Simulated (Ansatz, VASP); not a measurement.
# Two plane-wave programs on Ti3Al

```
Ti Al
1.0
     4.05104    0.00000    0.00000
     0.00000    4.05104    0.00000
     0.00000    0.00000    4.05104
Ti Al
3 1
Cartesian
  0.0000 2.0255 0.0000
  0.0000 0.0000 2.0255
  2.0255 0.0000 0.0000
  2.0255 2.0255 2.0255
```

Alike in both runs: functional PBE; k mesh 12 × 12 × 12; occupations gaussian, width 0.1 eV; no spin polarisation.

Ansatz relaxed the structure, and its values are those at the end. VASP's run is a single point on that final structure, the one shown.

|  | VASP | Ansatz |
| --- | --- | --- |
| version | VASP 6.6.1 | Ansatz 0.2.0 |
| potentials or method | VASP PAW PBE potentials, release 64 (Ti_sv, Al), cutoff 520 eV | scalar-relativistic, plane waves, PAW |
| valence electrons in the cell | 39 | 39 |

|  | VASP | Ansatz | Ansatz less VASP |
| --- | --- | --- | --- |
| gap on the k mesh at the Fermi level (eV) | none | none | - |
| pressure (GPa) | -0.2 | 0.0 | +0.15 |

A gap of «none» marks a metal or a gap that the smearing closes.
